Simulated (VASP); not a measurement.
Write the native input for VASP 6.6.1 that does the following.

```
Task                   : single point
Functional             : PBE
Dispersion             : D3(BJ)
Potentials or basis    : VASP PAW PBE potentials, release 64 (Sn_d, Se)
Cutoff                 : 520 eV
k mesh                 : 12 × 12 × 6
Occupations            : gaussian, width 0.05 eV
Spin                   : no spin polarisation
Dipole correction      : no
Further INCAR settings : ALGO = Normal; EDIFF = 1e-06; NBANDS = 20
```

The structure of SnSe2 lies in POSCAR:

```
SnSe2
1.0
    3.8109987816      0.0000000000      0.0000000000
   -1.9054993908      3.3004217586      0.0000000000
    0.0000000000      0.0000000000      6.1370000000
Sn Se
1 2
Direct
    0.0263400652      0.0192822660      0.0000000000
    0.3135360081      0.6521740187      0.2500000000
    0.6468693414      0.3188406854      0.7500000000
```

This cell differs from its parent crystal: atoms displaced along a vibrational mode.

The input as run:

INCAR

```
SYSTEM = SnSe2
PREC     = Accurate       ! precision mode
ENCUT    = 520            ! plane-wave cutoff, eV
EDIFF    = 1E-6           ! SCF threshold, eV
ISMEAR   = 0              ! smearing method
SIGMA    = 0.05           ! smearing width, eV
LREAL    = .FALSE.        ! projectors in reciprocal space
LASPH    = .TRUE.         ! aspherical terms in the spheres
NELM     = 80             ! most SCF steps
ALGO     = Normal         ! electronic algorithm
ISIF     = 2              ! what is computed and relaxed
LWAVE    = .FALSE.        ! write WAVECAR
LCHARG   = .FALSE.        ! write CHGCAR
GGA      = PE             ! functional
IVDW     = 12             ! dispersion correction
NBANDS   = 20             ! bands
```

KPOINTS

```
Automatic mesh
0
G
  12 12 6
  0 0 0
```

Potentials or basis: VASP PAW PBE potentials, release 64 (Sn_d, Se).

Command:

```sh
$ cat potpaw_PBE.64/Sn_d/POTCAR potpaw_PBE.64/Se/POTCAR > POTCAR
$ mpirun -np 1 vasp_std > vasp.out
```

Results of the run:

```json
{"Pressure": "3.7 GPa", "Largest force": "1.098 eV/Å", "Band gap on the k mesh": "0.69 eV (least direct gap 1.05 eV)", "Dispersion energy per atom": "-0.361 eV"}
```

Caveat: the cell differs from its parent crystal (atoms displaced along a vibrational mode); the cell stands under pressure; semilocal functionals underestimate gaps, and a narrow one can read as zero; spin-orbit coupling is left out, which moves the levels of the heavy elements; forces of over 1 eV/Å act on the atoms, so gaps and moduli don't describe the material at rest.

Run time: 12 min on 1 thread of Intel Xeon 8259CL, on a shared host, peak memory 0.71 GiB.
